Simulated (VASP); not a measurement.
# Ge (Imma) in VASP: a series of runs, part 2 of 2

VASP 6.6.1.

## Step 4: Single point, PBE (engineering shear strain xy -0.0200, normal strain along z +0.0100)

Input file INCAR:

```
SYSTEM = Ge
PREC = Accurate
ENCUT = 520
EDIFF = 1E-6
ISMEAR = 0
SIGMA = 0.15
LREAL = .FALSE.
LASPH = .TRUE.
NELM = 60
ALGO = Normal
ISIF = 2
LWAVE = .FALSE.
LCHARG = .FALSE.
GGA = PE
NBANDS = 21
```

Input file KPOINTS:

```
Automatic mesh
0
G
  14 14 14
  0 0 0
```

Input file POSCAR:

```
Ge
1.0
   -0.0288053477      2.8805347716      2.9093401193
    2.8805347716     -0.0288053477      2.9093401193
    2.8517294239      2.8517294239      0.0000000000
Ge
2
Direct
    0.5000000000      0.5000000000      0.5000000000
    0.7500000000      0.7500000000      0.7500000000
```

Potentials or basis: VASP PAW PBE potentials, release 64 (Ge_d).

Run with:

```
$ cat potpaw_PBE.64/Ge_d/POTCAR > POTCAR
$ mpirun -np 1 vasp_std > vasp.out
```

OUTCAR:

```text
SYSTEM = Ge
   PREC = Accurate
   ENCUT = 520
   EDIFF = 1E-6
   ISMEAR = 0
   LREAL = .FALSE.
   LASPH = .TRUE.
   NELM = 60
   ISIF = 2
   GGA = PE

 ion  position               nearest neighbor table
   1  0.500  0.500  0.500-   2 2.49   2 2.49   2 2.52   2 2.52
   2  0.750  0.750  0.750-   1 2.49   1 2.49   1 2.52   1 2.52

  LATTYP: Found a body centered orthorhombic cell.
 ALAT       =     4.0329544275
 B/A-ratio  =     1.0202020202
 C/A-ratio  =     1.4427835333

  Lattice vectors:

 A1 = (   0.0288053477,  -2.8805347716,  -2.9093401193)
 A2 = (  -0.0288053477,   2.8805347716,  -2.9093401193)
 A3 = (   2.8805347716,  -0.0288053477,   2.9093401193)

Analysis of symmetry for initial positions (statically):
=====================================================================
 Subroutine PRICEL returns:
 Original cell was already a primitive cell.

 Routine SETGRP: Setting up the symmetry group for a
 body centered orthorhombic supercell.

 Subroutine GETGRP returns: Found  8 space group operations
 (whereof  4 operations were pure point group operations)
[... 161 lines left out ...]
  ---------------------------------------------------
  free energy    TOTEN  =        -9.03151881 eV

  energy without entropy =       -9.03049833  energy(sigma->0) =       -9.03100857

 E-fermi :   4.3762     XC(G=0):  -9.6252

 val. band max:        4.3545013694   @ k =   0.0000   0.0000   0.4286
 cond. band min:       4.4001113708   @ k =   0.0000   0.0000   0.0000
 fundamental gap:      0.0456100014
 Fermi energy:         4.3762166597

 k-point     1 :       0.0000    0.0000    0.0000
  band No.  band energies     occupation
      1     -20.3583      2.00000
      2     -20.3478      2.00000
      3     -20.3407      2.00000
      4     -20.3177      2.00000
      5     -20.3172      2.00000
      6     -20.1472      2.00000
[... 565 lines left out ...]
     20      13.4060      0.00000
     21      14.1169      0.00000

 [... further k-points ...]

------------------------ aborting loop because EDIFF is reached ----------------------------------------

  FORCE on cell =-STRESS in cart. coord.  units (eV):
  Direction    XX          YY          ZZ          XY          YZ          ZX
  --------------------------------------------------------------------------------------
  -------------------------------------------------------------------------------------
  Total       -0.0940147     -0.0940147     -0.2982284      0.4195371      0.0000000      0.0000000
  in kB       -3.1201767     -3.1201767     -9.8976532     13.9236689      0.0000000      0.0000000
  external PRESSURE =      -5.3793355 kB  Pullay stress =       0.0000000 kB

 VOLUME and BASIS-vectors are now :
 -----------------------------------------------------------------------------
  energy-cutoff  :      520.00
  volume of cell :       48.28
      direct lattice vectors                 reciprocal lattice vectors
    -0.028805348  2.880534772  2.909340119    -0.171860277  0.171860277  0.171860277
     2.880534772 -0.028805348  2.909340119     0.171860277 -0.171860277  0.171860277
     2.851729424  2.851729424  0.000000000     0.175332202  0.175332202 -0.171860277

 POSITION                                       TOTAL-FORCE (eV/Angst)
 -----------------------------------------------------------------------------------
      2.85173      2.85173      2.90934         0.000000      0.000000     -0.142350
      4.27759      4.27759      4.36401        -0.000000     -0.000000      0.142350
 -----------------------------------------------------------------------------------
    total drift:                                0.000000     -0.000000      0.000000

  FREE ENERGIE OF THE ION-ELECTRON SYSTEM (eV)
  ---------------------------------------------------
  free  energy   TOTEN  =        -9.0315188078 eV

  energy  without entropy=       -9.0304983252  energy(sigma->0) =       -9.03100857
```

Run time: 2.9 min. Hardware: 1 thread of Intel Xeon 6975P-C (Granite Rapids), shared host; peak memory 0.43 GiB.

What came out:

```
Free energy            : -9.0315 eV
Pressure               : -0.5 GPa
Largest force          : 0.142 eV/Å
Band gap on the k mesh : zero (bands 14 and 15 overlap by 0.09 eV)
```

Forces on the atoms (eV/Å):
```
Ge   0.000  0.000 -0.142
Ge   0.000  0.000  0.142
```

Caveat: the cell differs from its parent crystal (engineering shear strain xy -0.0200, normal strain along z +0.0100); semilocal functionals underestimate gaps, so a narrow gap can read as zero.

## Step 5: Single point, PBE (engineering shear strain xy -0.0600, normal strain along z +0.0100)

Input file INCAR:

```
SYSTEM = Ge
PREC = Accurate ; ENCUT = 520
EDIFF = 1E-6 ; ISMEAR = 0
SIGMA = 0.15 ; LREAL = .False.
LASPH = .True. ; NELM = 60
ALGO = Normal ; ISIF = 2
LWAVE = .False. ; LCHARG = .True.
GGA = PE ; LELF = .True.
LVHAR = .True. ; NBANDS = 21
```

Input file KPOINTS:

```
Automatic mesh
0
Gamma
  14 14 14
  0 0 0
```

Input file POSCAR:

```
Ge
1.0
   -0.0864160431      2.8805347716      2.9093401193
    2.8805347716     -0.0864160431      2.9093401193
    2.7941187285      2.7941187285      0.0000000000
Ge
2
Direct
    0.5000000000      0.5000000000      0.5000000000
    0.7500000000      0.7500000000      0.7500000000
```

Run with:

```
$ cat potpaw_PBE.64/Ge_d/POTCAR > POTCAR
$ mpirun -np 1 vasp_std > vasp.out
```

It took 2.8 min on 1 thread of Intel Xeon 6975P-C (Granite Rapids), shared host; peak memory 0.43 GiB.

The run converged. Its results:

```yaml
Free_energy: -8.9979 eV
Pressure: -0.2 GPa
Largest_force: 0.429 eV/Å
Band_gap_on_the_k_mesh: zero (bands 14 and 15 overlap by 0.21 eV)
```

Forces on the atoms (eV/Å):
```
Ge   0.000  0.000 -0.429
Ge   0.000  0.000  0.429
```

Stress tensor (GPa, compression positive):
```
 0.02  4.21  0.00
 4.21  0.02  0.00
 0.00  0.00 -0.76
```

Levels at points of the mesh, in eV from the Fermi level:
```tsv
k point	band 10	band 11	band 12	band 13	band 14	band 15	band 16	band 17	band 18	band 19
(0.00, 0.00, 0.00)	-24.46	-12.29	-0.58	-0.05	0.03	0.11	2.12	2.69	2.99	6.35
(0.50, 0.00, 0.00)	-24.44	-10.53	-7.19	-1.17	-1.11	0.23	3.60	4.11	7.28	9.83
(0.50, 0.50, 0.00)	-24.43	-8.96	-8.37	-3.04	-2.50	0.60	1.26	8.97	9.11	10.74
(0.00, 0.00, 0.50)	-24.45	-10.15	-7.40	-1.48	-1.33	-0.18	3.46	3.86	7.00	9.92
(0.50, 0.00, 0.50)	-24.45	-8.61	-8.61	-2.84	-2.84	0.83	0.83	8.84	8.84	11.13
```

Caveat: the cell differs from its parent crystal (engineering shear strain xy -0.0600, normal strain along z +0.0100); semilocal functionals underestimate gaps, so a narrow gap can read as zero.

## Step 6: Single point, PBE (engineering shear strain xy -0.0400, normal strain along z +0.0200)

Input file INCAR:

```
PREC = Accurate ; ENCUT = 520
EDIFF = 1E-6 ; ISMEAR = 0
SIGMA = 0.15 ; LREAL = False
LASPH = True ; NELM = 80
ALGO = Normal ; ISIF = 2
LWAVE = False ; LCHARG = True
GGA = PE ; LELF = True
LVHAR = True ; NBANDS = 21
```

Input file KPOINTS:

```
Automatic mesh
0
Gamma
  14 14 14
```

Input file POSCAR:

```
Ge
1.0
   -0.0576106954      2.8805347716      2.9381454670
    2.8805347716     -0.0576106954      2.9381454670
    2.8229240762      2.8229240762      0.0000000000
Ge
2
Direct
    0.5000000000      0.5000000000      0.5000000000
    0.7500000000      0.7500000000      0.7500000000
```

Potentials or basis: VASP PAW PBE potentials, release 64 (Ge_d).

Run with:

```
$ cat potpaw_PBE.64/Ge_d/POTCAR > POTCAR
$ mpirun -np 1 vasp_std > vasp.out
```

OUTCAR:

```text
PREC = Accurate
   ENCUT = 520
   EDIFF = 1E-6
   ISMEAR = 0
   LREAL = False
   LASPH = True
   NELM = 80
   ISIF = 2
   GGA = PE

 ion  position               nearest neighbor table
   1  0.500  0.500  0.500-   2 2.48   2 2.48   2 2.54   2 2.54
   2  0.750  0.750  0.750-   1 2.48   1 2.48   1 2.54   1 2.54

  LATTYP: Found a body centered orthorhombic cell.
 ALAT       =     3.9922175141
 B/A-ratio  =     1.0408163265
 C/A-ratio  =     1.4719365649

  Lattice vectors:
[... 763 lines left out ...]

 [... further k-points ...]

------------------------ aborting loop because EDIFF is reached ----------------------------------------

  FORCE on cell =-STRESS in cart. coord.  units (eV):
  Direction    XX          YY          ZZ          XY          YZ          ZX
  --------------------------------------------------------------------------------------
  -------------------------------------------------------------------------------------
  Total       -0.1518254     -0.1518254     -0.5695751      0.8269529      0.0000000      0.0000000
  in kB       -4.9909027     -4.9909027    -18.7234464     27.1841398      0.0000000      0.0000000
  external PRESSURE =      -9.5684173 kB  Pullay stress =       0.0000000 kB

 VOLUME and BASIS-vectors are now :
 -----------------------------------------------------------------------------
  energy-cutoff  :      520.00
  volume of cell :       48.74
      direct lattice vectors                 reciprocal lattice vectors
    -0.057610695  2.880534772  2.938145467    -0.170175373  0.170175373  0.170175373
     2.880534772 -0.057610695  2.938145467     0.170175373 -0.170175373  0.170175373
     2.822924076  2.822924076  0.000000000     0.177121306  0.177121306 -0.170175373

 POSITION                                       TOTAL-FORCE (eV/Angst)
 -----------------------------------------------------------------------------------
      2.82292      2.82292      2.93815         0.000000      0.000000     -0.271913
      4.23439      4.23439      4.40722        -0.000000     -0.000000      0.271913
 -----------------------------------------------------------------------------------
    total drift:                               -0.000000     -0.000000      0.000000

  FREE ENERGIE OF THE ION-ELECTRON SYSTEM (eV)
  ---------------------------------------------------
  free  energy   TOTEN  =        -9.0148453682 eV

  energy  without entropy=       -9.0138370373  energy(sigma->0) =       -9.01434120
```

stdout:

```text
POSCAR found type information on POSCAR Ge
 POSCAR found :  1 types and       2 ions
 scaLAPACK will be used
 LDA part: xc-table for (Slater+PW92), standard interpolation
 POSCAR, INCAR and KPOINTS ok, starting setup
 FFT: planning ... GRIDC
 FFT: planning ... GRID_SOFT
 FFT: planning ... GRID
 WAVECAR not read
 entering main loop
```

Wall time 2.5 min (1 thread of Intel Xeon 6975P-C (Granite Rapids), shared host); peak memory 0.44 GiB.

What came out:

| Quantity | Value |
| --- | --- |
| Free energy | -9.0148 eV |
| Pressure | -1.0 GPa |
| Largest force | 0.272 eV/Å |
| Band gap on the k mesh | zero (bands 14 and 15 overlap by 0.20 eV) |

Forces on the atoms (eV/Å):
```
Ge   0.000  0.000 -0.272
Ge   0.000  0.000  0.272
```

Stress tensor (GPa, compression positive):
```
-0.50  2.72  0.00
 2.72 -0.50  0.00
 0.00  0.00 -1.87
```

Caveat: the cell differs from its parent crystal (engineering shear strain xy -0.0400, normal strain along z +0.0200); semilocal functionals underestimate gaps, so a narrow gap can read as zero.

## Step 7: Overview

| cell | gap on the mesh (eV) | pressure (GPa) | largest force (eV/Å) |
| --- | --- | --- | --- |
| a = 4.074, b = 4.074, c = 4.033 Å, angles 60.3, 60.3, 60.7°, 2 atoms | none | 0.0 | 0.15 |
| a = 4.095, b = 4.095, c = 3.992 Å, angles 60.8, 60.8, 61.0°, 2 atoms | none | -0.4 | 0.28 |
| a = 4.094, b = 4.094, c = 4.033 Å, angles 60.5, 60.5, 60.3°, 2 atoms | none | -0.5 | 0.14 |
| a = 4.095, b = 4.095, c = 3.951 Å, angles 61.2, 61.2, 61.6°, 2 atoms | none | -0.2 | 0.43 |
| a = 4.115, b = 4.115, c = 3.992 Å, angles 61.0, 61.0, 60.6°, 2 atoms | none | -1.0 | 0.27 |

Alike in all rows: task single point; level PBE; potentials or basis VASP PAW PBE potentials, release 64 (Ge_d); no spin polarisation; k mesh 14 × 14 × 14; cutoff (eV) 520; smearing gaussian 0.15 eV.

Caveats: semilocal functionals underestimate gaps, so a narrow gap can read as zero.

Total energies depend on the potentials used, so only differences within one code and one set of settings carry meaning.
